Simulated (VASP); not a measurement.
## ZrB: single point with PBEsol

ZrB:

```
CELL_PARAMETERS angstrom
0.00000 2.29710 2.29710
2.29710 0.00000 2.29710
2.29710 2.29710 0.00000
ATOMIC_POSITIONS crystal
Zr 0.00000 0.00000 0.00000
B 0.50000 0.50000 0.50000
```

| Item | Value |
| --- | --- |
| Program | VASP 6.6.1 |
| Task | single point |
| Functional | PBEsol |
| Potentials or basis | VASP PAW PBE potentials, release 64 (Zr_sv, B) |
| Cutoff | 520 eV |
| k mesh | 16 × 16 × 16 |
| Occupations | gaussian, width 0.1 eV |
| Spin | no spin polarisation |

| Property | Result |
| --- | --- |
| Pressure | 40.3 GPa |
| Band gap on the k mesh | zero (an odd number of electrons rules out a gap without spin polarisation) |

Levels at points of the mesh, in eV from the Fermi level:
| k point | band 5 | band 6 | band 7 | band 8 | band 9 | band 10 | band 11 | band 12 |
| --- | --- | --- | --- | --- | --- | --- | --- | --- |
| (0.00, 0.00, 0.00) | -8.38 | 1.90 | 1.90 | 1.90 | 3.80 | 3.80 | 3.91 | 3.91 |
| (0.50, 0.00, 0.00) | -4.34 | -3.39 | -1.51 | -1.51 | 5.97 | 5.97 | 7.66 | 8.39 |
| (0.50, 0.50, 0.00) | -6.58 | -1.29 | -0.15 | 2.68 | 2.68 | 5.69 | 7.20 | 7.20 |

Run time: 32 s on 1 thread of Intel Xeon 8259CL, on a shared host, peak memory 0.18 GiB.

Caveat: the cell stands under pressure; the PAW data sets were made with another functional, which shifts forces and pressure a little.
